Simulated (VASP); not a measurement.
Here is a VASP 6.6.1 calculation.

The input POSCAR:

```
C
1.0
    3.5602834153      0.0000000000      0.0000000000
    0.0000000000     -3.5602834153      0.0000000000
    0.0000000000      0.0000000000     -3.5602834153
C
8
Direct
    0.4870268695      0.0129731305      0.0129731305
    0.0000000000      0.5000000000      0.0000000000
    0.0000000000      0.0000000000      0.5000000000
    0.5000000000      0.5000000000      0.5000000000
    0.7500000000      0.7500000000      0.7500000000
    0.2500000000      0.2500000000      0.7500000000
    0.2500000000      0.7500000000      0.2500000000
    0.7500000000      0.2500000000      0.2500000000
```

Contents of INCAR.step1:

```
  PREC = Accurate
  ENCUT = 520
  ISMEAR = 0
  SIGMA = 0.05
  LREAL = F
  LASPH = T
  NELM = 60
  NBANDS = 26
  GGA = PE
  ALGO = Normal
  EDIFF = 1E-4
  LWAVE = T
  LCHARG = F
```

Contents of INCAR.step2:

```
  PREC = Accurate
  ENCUT = 520
  EDIFF = 1E-6
  ISMEAR = 0
  SIGMA = 0.05
  LREAL = F
  LASPH = T
  NELM = 60
  ALGO = Normal
  ISIF = 2
  LWAVE = F
  LCHARG = F
  METAGGA = R2SCAN
  LMIXTAU = T
  NBANDS = 26
  ISTART = 1
```

KPOINTS

```
Automatic mesh
0
Gamma
  6 6 6
```

Potentials or basis: VASP PAW PBE potentials, release 64 (C).

Command:

```console
$ cat potpaw_PBE.64/C/POTCAR > POTCAR
$ cp INCAR.step1 INCAR
$ mpirun -np 1 vasp_std > vasp.out
$ cp INCAR.step2 INCAR
$ mpirun -np 1 vasp_std > vasp.out
```

Problem. Estimate the largest force.

Solution. 3.365 eV/Å.

Problem. What does it give for the band gap on the k mesh?

Solution. 3.94 eV.

Problem. What does it give for the pressure?

Solution. 1.7 GPa.

Forces in eV/Å, atoms in the order of the input:
```
C    1.943  1.943  1.943
C   -0.326 -0.326  0.289
C   -0.326  0.289 -0.326
C    0.289 -0.326 -0.326
C   -0.534 -0.534 -0.534
C   -0.448 -0.448 -0.150
C   -0.448 -0.150 -0.448
C   -0.150 -0.448 -0.448
```

Caveat: the cell differs from its parent crystal (atom 1 (C) moved -0.080 Å towards its neighbour atom 5 (C) at 1.542 Å); the PAW data sets were made with another functional, which shifts forces and pressure a little. A k mesh can miss the band edges.
